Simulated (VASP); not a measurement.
# SiRu (P2_13) in VASP: relaxation of cell and atoms with r2SCAN

Aim: the relaxation of cell and atoms of SiRu with r2SCAN.

Everything below comes from runs of VASP 6.6.1. Logs are shortened: lines on timing, memory, paths and dates and some standing lists are left out, and cuts for length are marked.

## 1. The cell of the first run

It takes space group P2_13 (No. 198, cubic). The conventional cell has a = 4.736 Å, b = 4.736 Å, c = 4.736 Å, α = 90.00°, β = 90.00°, γ = 90.00°. Si (site symmetry 3) has 7 Ru at 2.39 to 2.72 Å and 6 Si at 2.94 Å within 3.2 Å. Ru (site symmetry 3) has 7 Si at 2.39 to 2.72 Å and 6 Ru at 2.90 Å within 3.2 Å.

## 2. Relaxation of cell and atoms, r2SCAN

Contents of POSCAR:

```
SiRu
1.0
    4.7358874372      0.0000000000      0.0000000000
    0.0000000000      4.7358874372      0.0000000000
    0.0000000000      0.0000000000      4.7358874372
Si Ru
4 4
Direct
    0.1624433201      0.3375566799      0.6624433201
    0.3375566799      0.6624433201      0.1624433201
    0.6624433201      0.1624433201      0.3375566799
    0.8375566799      0.8375566799      0.8375566799
    0.8707818182      0.6292181818      0.3707818182
    0.6292181818      0.3707818182      0.8707818182
    0.3707818182      0.8707818182      0.6292181818
    0.1292181818      0.1292181818      0.1292181818
```

Contents of INCAR.step1:

```
  ALGO = Normal
  EDIFF = 1E-5
  EDIFFG = -0.005
  ENCUT = 550
  GGA = PE
  GGA_COMPAT = False
  IBRION = 2
  ISIF = 3
  ISMEAR = -1
  LASPH = True
  LCHARG = False
  LREAL = False
  LWAVE = True
  NELM = 120
  NELMIN = 4
  NSW = 100
  PREC = Accurate
  SIGMA = 0.02
```

Contents of INCAR.step2:

```
  ALGO = Normal
  EDIFF = 1E-7
  EDIFFG = -0.005
  ENCUT = 550
  GGA_COMPAT = False
  IBRION = 2
  ISIF = 3
  ISMEAR = -1
  ISTART = 1
  LASPH = True
  LCHARG = False
  LMIXTAU = True
  LREAL = False
  LWAVE = False
  METAGGA = R2SCAN
  NELM = 120
  NELMIN = 4
  NSW = 80
  PREC = Accurate
  SIGMA = 0.02
```

Contents of KPOINTS:

```
k-points
0
Gamma
  6 6 6
```

Potentials or basis: VASP PAW PBE potentials, release 64 (Si, Ru_pv).

On the command line:

```console
cat potpaw_PBE.64/Si/POTCAR potpaw_PBE.64/Ru_pv/POTCAR > POTCAR
cp INCAR.step1 INCAR
mpirun -np 1 vasp_std > vasp.out
cp INCAR.step2 INCAR
mpirun -np 1 vasp_std > vasp.out
```

OUTCAR:

```text
EDIFF = 1E-7
   EDIFFG = -0.005
   ENCUT = 550
   IBRION = 2
   ISIF = 3
   ISMEAR = -1
   ISTART = 1
   LASPH = True
   LREAL = False
   METAGGA = R2SCAN
   NELM = 120
   NELMIN = 4
   NSW = 80
   PREC = Accurate

 ion  position               nearest neighbor table
   1  0.162  0.338  0.662-   5 2.39   6 2.43   7 2.43   8 2.43   7 2.72   8 2.72   6 2.72   2 2.94
                             2 2.94   3 2.94   4 2.94   3 2.94   4 2.94
   2  0.338  0.662  0.162-   6 2.39   5 2.43   7 2.43   8 2.43   5 2.72   7 2.72   8 2.72   1 2.94
                             1 2.94   3 2.94   3 2.94   4 2.94   4 2.94
   3  0.662  0.162  0.338-   7 2.39   6 2.43   5 2.43   8 2.43   6 2.72   5 2.72   8 2.72   1 2.94
                             4 2.94   2 2.94   2 2.94   1 2.94   4 2.94
   4  0.838  0.838  0.838-   8 2.39   6 2.43   7 2.43   5 2.43   6 2.72   5 2.72   7 2.72   2 2.94
                             3 2.94   1 2.94   3 2.94   1 2.94   2 2.94
   5  0.871  0.629  0.371-   1 2.39   2 2.43   3 2.43   4 2.43   3 2.72   4 2.72   2 2.72   8 2.90
                             6 2.90   6 2.90   8 2.90   7 2.90   7 2.90
   6  0.629  0.371  0.871-   2 2.39   1 2.43   3 2.43   4 2.43   1 2.72   3 2.72   4 2.72   8 2.90
                             5 2.90   5 2.90   7 2.90   7 2.90   8 2.90
   7  0.371  0.871  0.629-   3 2.39   2 2.43   1 2.43   4 2.43   2 2.72   1 2.72   4 2.72   8 2.90
                             8 2.90   5 2.90   6 2.90   6 2.90   5 2.90
   8  0.129  0.129  0.129-   4 2.39   2 2.43   3 2.43   1 2.43   2 2.72   1 2.72   3 2.72   5 2.90
                             6 2.90   7 2.90   7 2.90   5 2.90   6 2.90

  LATTYP: Found a simple cubic cell.
 ALAT       =     4.7358874372

  Lattice vectors:

 A1 = (   4.7358874372,   0.0000000000,   0.0000000000)
 A2 = (   0.0000000000,   4.7358874372,   0.0000000000)
 A3 = (   0.0000000000,   0.0000000000,   4.7358874372)

Analysis of symmetry for initial positions (statically):
=====================================================================
 Subroutine PRICEL returns:
 Original cell was already a primitive cell.

 Routine SETGRP: Setting up the symmetry group for a
 simple cubic supercell.

 Subroutine GETGRP returns: Found 12 space group operations
 (whereof  3 operations were pure point group operations)
 out of a pool of 48 trial point group operations.

The static configuration has the point symmetry C_3 .
 The point group associated with its full space group is T   .

Analysis of symmetry for dynamics (positions and initial velocities):
=====================================================================
 Subroutine PRICEL returns:
 Original cell was already a primitive cell.

 Routine SETGRP: Setting up the symmetry group for a
 simple cubic supercell.

 Subroutine GETGRP returns: Found 12 space group operations
 (whereof  3 operations were pure point group operations)
 out of a pool of 48 trial point group operations.

The dynamic configuration has the point symmetry C_3 .
 The point group associated with its full space group is T   .

 Subroutine INISYM returns: Found 12 space group operations
 (whereof  3 operations are pure point group operations),
 and found     1 'primitive' translations

----------------------------------------------------------------------------------------

                                     Primitive cell

  volume of cell :     106.2195

  direct lattice vectors                    reciprocal lattice vectors
     4.735887437  0.000000000  0.000000000     0.211153667  0.000000000  0.000000000
     0.000000000  4.735887437  0.000000000     0.000000000  0.211153667  0.000000000
     0.000000000  0.000000000  4.735887437     0.000000000  0.000000000  0.211153667

  length of vectors
     4.735887437  4.735887437  4.735887437     0.211153667  0.211153667  0.211153667

  position of ions in fractional coordinates (direct lattice)
     0.162443320  0.337556680  0.662443320
     0.337556680  0.662443320  0.162443320
     0.662443320  0.162443320  0.337556680
     0.837556680  0.837556680  0.837556680
     0.870781818  0.629218182  0.370781818
     0.629218182  0.370781818  0.870781818
     0.370781818  0.870781818  0.629218182
     0.129218182  0.129218182  0.129218182

  ion indices of the primitive-cell ions
   primitive index   ion index
                 1           1
                 2           2
                 3           3
                 4           4
                 5           5
                 6           6
                 7           7
                 8           8

----------------------------------------------------------------------------------------

 KPOINTS: k-points

Automatic generation of k-mesh.
 Grid dimensions read from file:
 generate k-points for:    6    6    6

 Generating k-lattice:

  Cartesian coordinates                     Fractional coordinates (reciprocal lattice)
     0.035192278  0.000000000  0.000000000     0.166666667  0.000000000  0.000000000
     0.000000000  0.035192278  0.000000000     0.000000000  0.166666667  0.000000000
     0.000000000  0.000000000  0.035192278     0.000000000  0.000000000  0.166666667

  Length of vectors
     0.035192278  0.035192278  0.035192278

  Shift w.r.t. Gamma in fractional coordinates (k-lattice)
     0.000000000  0.000000000  0.000000000

 Subroutine IBZKPT returns following result:
 ===========================================

 Found     24 irreducible k-points:

 Following reciprocal coordinates:
            Coordinates               Weight
  0.000000  0.000000  0.000000      1.000000
  0.166667  0.000000  0.000000      6.000000
  0.333333  0.000000  0.000000      6.000000
  0.500000  0.000000  0.000000      3.000000
  0.166667  0.166667  0.000000     12.000000
  0.333333  0.166667  0.000000     12.000000
[... 16 lines left out ...]
  0.500000  0.500000  0.333333      6.000000
  0.500000  0.500000  0.500000      1.000000
   k-points           NKPTS =     24   k-points in BZ     NKDIM =     24   number of bands    NBANDS=     43
   number of dos      NEDOS =    301   number of ions     NIONS =      8
   total plane-waves  NPLWV =  46656
   dimension x,y,z NGX =    36 NGY =   36 NGZ =   36
   dimension x,y,z NGXF=    72 NGYF=   72 NGZF=   72
   ions per type =               4   4
   NGX,Y,Z   is equivalent  to a cutoff of  12.64, 12.64, 12.64 a.u.
   NGXF,Y,Z  is equivalent  to a cutoff of  25.27, 25.27, 25.27 a.u.
 SYSTEM =  unknown system
   PREC   = accura    normal or accurate (medium, high low for compatibility)
   ISTART =      1    job   : 0-new  1-cont  2-samecut
   ICHARG =      0    charge: 1-file 2-atom 10-const
   ISPIN  =      1    spin polarized calculation?
   LNONCOLLINEAR =      F non collinear calculations
   LSORBIT =      F    spin-orbit coupling
   LASPH  =      T    aspherical Exc in radial PAW
   ENCUT  =  550.0 eV  40.42 Ry    6.36 a.u.   9.06  9.06  9.06*2*pi/ulx,y,z
   NELM   =    120;   NELMIN=  4; NELMDL=  0     # of ELM steps
   EDIFF  = 0.1E-06   stopping-criterion for ELM
   LREAL  =      F    real-space projection
   EDIFFG = -.5E-02   stopping-criterion for IOM
   NSW    =     80    number of steps for IOM
   IBRION =      2    ionic relax: 0-MD 1-quasi-New 2-CG
   NFREE  =      1    steps in history (QN), initial steepest desc. (CG)
   ISIF   =      3    stress and relaxation
   ISYM   =      2    0-nonsym 1-usesym 2-fastsym
   POTIM  = 0.5000    time-step for ionic-motion
   TEBEG  =    0.0;   TEEND  =   0.0 temperature during run
   PSTRESS=    0.0 pullay stress
   NELECT =      72.0000    total number of electrons
   NUPDOWN=      -1.0000    fix difference up-down
   EMIN   =  10.00;   EMAX   =-10.00  energy-range for DOS
   EFERMI =   0.00;   METHOD = LEGACY
   ISMEAR =    -1;   SIGMA  =   0.02  broadening in eV -4-tet -1-fermi 0-gaus
   EFERMI_NEDOS =   21; number of points for ismear=-14 and -15
   IALGO  =     38    algorithm
   IMIX   =      4    mixing-type and parameters
     AMIX     =   0.40;   BMIX     =  1.00
     AMIX_MAG =   1.60;   BMIX_MAG =  1.00
  volume/ion in A,a.u.               =      13.28        89.60
  Fermi-wavevector in a.u.,A,eV,Ry     =   1.438084  2.717585 28.138018  2.068086
  Thomas-Fermi vector in A             =   2.557090
   LORBIT       =      0    0 simple, 1 ext, 2 COOP (PROOUT), +10 PAW based schemes
   METAGGA = R2SCAN    functional components
   LHFCALC =     F    Hartree Fock is set to
   AEXX    =    0.0000 exact exchange contribution
   IVDW    =     0    specifies the selected vdW correction
   LEPSILON=     F    determine dielectric tensor
   LRPA    =     F    only Hartree local field effects (RPA)
 conjugate gradient relaxation of ions
 non-spin polarized calculation
  energy-cutoff  :      550.00
  volume of cell :      106.22
 maximum number of plane-waves:      3136
   NGX = 19   NGY = 19   NGZ = 19

--------------------------------------- Ionic step        1  -------------------------------------------

 number of electron      72.0000012 magnetization

 Free energy of the ion-electron system (eV)
  ---------------------------------------------------
  ext. energy  EPLUGINS =         0.00000000
  ---------------------------------------------------
  free energy    TOTEN  =      -142.00827904 eV

  energy without entropy =     -142.00825894  energy(sigma->0) =     -142.00826899

------------------------ aborting loop because EDIFF is reached ----------------------------------------

  FORCE on cell =-STRESS in cart. coord.  units (eV):
  Direction    XX          YY          ZZ          XY          YZ          ZX
  --------------------------------------------------------------------------------------
  -------------------------------------------------------------------------------------
  Total       -2.8160194     -2.8160194     -2.8160194      0.0000000     -0.0000000     -0.0000000
  in kB      -42.4758531    -42.4758531    -42.4758531      0.0000000     -0.0000000     -0.0000000
  external PRESSURE =     -42.4758531 kB  Pullay stress =       0.0000000 kB

 VOLUME and BASIS-vectors are now :
 -----------------------------------------------------------------------------
  energy-cutoff  :      550.00
  volume of cell :      106.22
      direct lattice vectors                 reciprocal lattice vectors
     4.735887437  0.000000000  0.000000000     0.211153667  0.000000000  0.000000000
     0.000000000  4.735887437  0.000000000     0.000000000  0.211153667  0.000000000
     0.000000000  0.000000000  4.735887437     0.000000000  0.000000000  0.211153667
[... 169 lines left out ...]
 POSITION                                       TOTAL-FORCE (eV/Angst)
 -----------------------------------------------------------------------------------
      0.76532      1.58937      3.12001        -0.004269      0.004269     -0.004269
      1.58937      3.12001      0.76532         0.004269     -0.004269     -0.004269
      3.12001      0.76532      1.58937        -0.004269     -0.004269      0.004269
      3.94407      3.94407      3.94407         0.004269      0.004269      0.004269
      4.10106      2.96302      1.74637        -0.011174      0.011174     -0.011174
      2.96302      1.74637      4.10106         0.011174     -0.011174     -0.011174
      1.74637      4.10106      2.96302        -0.011174     -0.011174      0.011174
      0.60832      0.60832      0.60832         0.011174      0.011174      0.011174
 -----------------------------------------------------------------------------------
    total drift:                               -0.000000     -0.000000      0.000000

  FREE ENERGIE OF THE ION-ELECTRON SYSTEM (eV)
  ---------------------------------------------------
  free  energy   TOTEN  =      -142.0321711287 eV

  energy  without entropy=     -142.0321536172  energy(sigma->0) =     -142.03216237

--------------------------------------- Ionic step        6  -------------------------------------------

 number of electron      72.0000013 magnetization

 Free energy of the ion-electron system (eV)
  ---------------------------------------------------
  ext. energy  EPLUGINS =         0.00000000
  ---------------------------------------------------
  free energy    TOTEN  =      -142.03226073 eV

  energy without entropy =     -142.03224320  energy(sigma->0) =     -142.03225196

 E-fermi :  12.3239     XC(G=0): -13.9713

 val. band max:       12.1558176440   @ k =   0.1667   0.0000   0.0000
 cond. band min:      12.5033479801   @ k =  -0.1667   0.3333   0.0000
 fundamental gap:      0.3475303361
 Fermi energy:        12.3239201287

 k-point     1 :       0.0000    0.0000    0.0000
  band No.  band energies     occupation
      1     -32.1364      2.00000
      2     -32.1364      2.00000
      3     -32.1364      2.00000
      4     -31.9551      2.00000
      5     -31.9551      2.00000
      6     -31.9551      2.00000
[... 1115 lines left out ...]
 POSITION                                       TOTAL-FORCE (eV/Angst)
 -----------------------------------------------------------------------------------
      0.76472      1.58957      3.11902        -0.000629      0.000629     -0.000629
      1.58957      3.11902      0.76472         0.000629     -0.000629     -0.000629
      3.11902      0.76472      1.58957        -0.000629     -0.000629      0.000629
      3.94387      3.94387      3.94387         0.000629      0.000629      0.000629
      4.09908      2.96381      1.74478        -0.000760      0.000760     -0.000760
      2.96381      1.74478      4.09908         0.000760     -0.000760     -0.000760
      1.74478      4.09908      2.96381        -0.000760     -0.000760      0.000760
      0.60951      0.60951      0.60951         0.000760      0.000760      0.000760
 -----------------------------------------------------------------------------------
    total drift:                               -0.000000     -0.000000      0.000000

  FREE ENERGIE OF THE ION-ELECTRON SYSTEM (eV)
  ---------------------------------------------------
  free  energy   TOTEN  =      -142.0322607275 eV

  energy  without entropy=     -142.0322431993  energy(sigma->0) =     -142.03225196

 reached required accuracy - stopping structural energy minimisation
```

Wall time 26 min (1 thread of Oxide Virtual Turin-like, shared host); peak memory 0.25 GiB.

What came out:

```
Free energy                           : -142.0323 eV
Relaxed volume                        : 13.05 Å³/atom
Relaxed cell                          : a = 4.709 Å, b = 4.709 Å, c = 4.709 Å, α = 90.00°, β = 90.00°, γ = 90.00°
Space group after relaxing (to 0.1 Å) : P2_13 (No. 198)
Energy gained by relaxing             : 3.0 meV/atom
Ionic steps                           : 6
Pressure after relaxing               : 0.0 GPa
Band gap on the k mesh                : 0.35 eV (least direct gap 0.41 eV)
```

The path:
```
step  energy change (eV)  largest force (eV/Å)  pressure (GPa)  volume (Å³)
   1              0.0000                0.1011           -4.25       106.22
   2              0.0886                0.3274           10.11       100.90
   3             -0.0238                0.0260           -0.06       104.51
   4             -0.0238                0.0286            0.02       104.47
   5             -0.0239                0.0194            0.03       104.45
   6             -0.0240                0.0013            0.05       104.39
```

Final structure:
```cif
data_structure
_symmetry_space_group_name_H-M 'P 1'
_symmetry_Int_Tables_number 1
_cell_length_a 4.7086
_cell_length_b 4.7086
_cell_length_c 4.7086
_cell_angle_alpha 90.000
_cell_angle_beta 90.000
_cell_angle_gamma 90.000
_cell_volume 104.39
loop_
_atom_site_label
_atom_site_type_symbol
_atom_site_fract_x
_atom_site_fract_y
_atom_site_fract_z
_atom_site_occupancy
Si1 Si 0.16241 0.33759 0.66241 1
Si2 Si 0.33759 0.66241 0.16241 1
Si3 Si 0.66241 0.16241 0.33759 1
Si4 Si 0.83759 0.83759 0.83759 1
Ru1 Ru 0.87055 0.62945 0.37055 1
Ru2 Ru 0.62945 0.37055 0.87055 1
Ru3 Ru 0.37055 0.87055 0.62945 1
Ru4 Ru 0.12945 0.12945 0.12945 1
```

Levels at points of the mesh, in eV from the valence-band top:
```csv
k point,band 34,band 35,band 36,band 37,band 38,band 39
"(0.00, 0.00, 0.00)",-0.50,-0.32,-0.32,1.21,1.21,1.21
"(0.50, 0.00, 0.00)",-0.94,-0.11,-0.11,0.42,0.42,2.53
"(0.50, 0.50, 0.00)",-1.71,-0.88,-0.88,1.18,1.18,1.74
"(0.50, 0.50, 0.50)",-1.12,-1.12,-1.12,0.86,0.86,0.86
```

Caveat: the PAW data sets were made with another functional, which shifts forces and pressure a little. A k mesh can miss the band edges.
